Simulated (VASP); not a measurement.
**Zn2Cu3Si2Se8 (a cell with a defect): single point with PBEsol**

System: Zn2Cu3Si2Se8 (a cell with a defect).

```
Zn Si Cu Se
1.0
     5.73170    0.00000    0.00000
     0.00000    5.73170    0.00000
     0.00000    0.00000   11.33221
Zn Si Cu Se
2 2 3 8
Direct
  0.98201 0.50336 0.25919
  0.49008 0.01228 0.75835
  0.00468 0.97931 0.50120
  0.50875 0.47023 0.00973
  0.01214 0.96919 0.98504
  0.48815 0.98098 0.24818
  0.45552 0.45269 0.49759
  0.27494 0.24752 0.90924
  0.23913 0.20757 0.37246
  0.75335 0.22278 0.60970
  0.74826 0.23229 0.11754
  0.76403 0.74402 0.39137
  0.71368 0.72256 0.88665
  0.27871 0.71141 0.14174
  0.18073 0.71504 0.62599
```

* Program: VASP 6.6.1
* Task: single point
* Functional: PBEsol
* Potentials or basis: VASP PAW PBE potentials, release 64 (Zn, Si, Cu, Se)
* Cutoff: 520 eV
* k mesh: 2 × 2 × 1
* Occupations: fermi-dirac, width 0.05 eV
* Spin: no spin polarisation

| Item | Value |
| --- | --- |
| Largest force | 1.909 eV/Å |

Forces on the atoms (eV/Å):
```
Zn   0.201 -0.575 -0.291
Zn   0.009 -0.482 -0.334
Si  -0.104 -0.160  0.517
Si   0.492  1.332  0.908
Cu  -0.327 -0.326  0.495
Cu   0.603  0.185  0.220
Cu   0.140  0.302  0.397
Se  -0.990 -0.619 -1.510
Se  -0.404  0.091  0.078
Se  -0.049 -0.109  0.205
Se   0.383  0.063  0.784
Se  -0.903  0.026 -0.608
Se   0.403 -0.131  0.083
Se  -0.344 -0.364 -0.891
Se   0.889  0.767 -0.054
```

Levels at points of the mesh, in eV from the Fermi level:
```tsv
k point	band 54	band 55	band 56	band 57	band 58	band 59	band 60	band 61
(0.00, 0.00, 0.00)	-1.00	-0.54	-0.50	-0.36	0.34	1.46	1.67	1.95
(0.50, 0.00, 0.00)	-1.04	-0.96	-0.51	-0.47	1.59	2.01	2.41	2.53
(0.00, 0.50, 0.00)	-1.09	-1.04	-0.50	-0.46	1.74	1.97	2.13	2.42
(0.50, 0.50, 0.00)	-0.71	-0.55	-0.52	-0.50	0.95	1.05	1.34	1.95
```

It took 6.2 min on 1 thread of Intel Xeon 8259CL, with other jobs on the host, peak memory 0.48 GiB.

Caveat: the k points lie up to 0.55 Å⁻¹ apart; the cell carries a net charge on a neutralising background, which shifts energy and pressure; the cell is charged against a uniform background, so pressure and absolute levels hang on convention; the PAW data sets were made with another functional, which shifts forces and pressure a little.
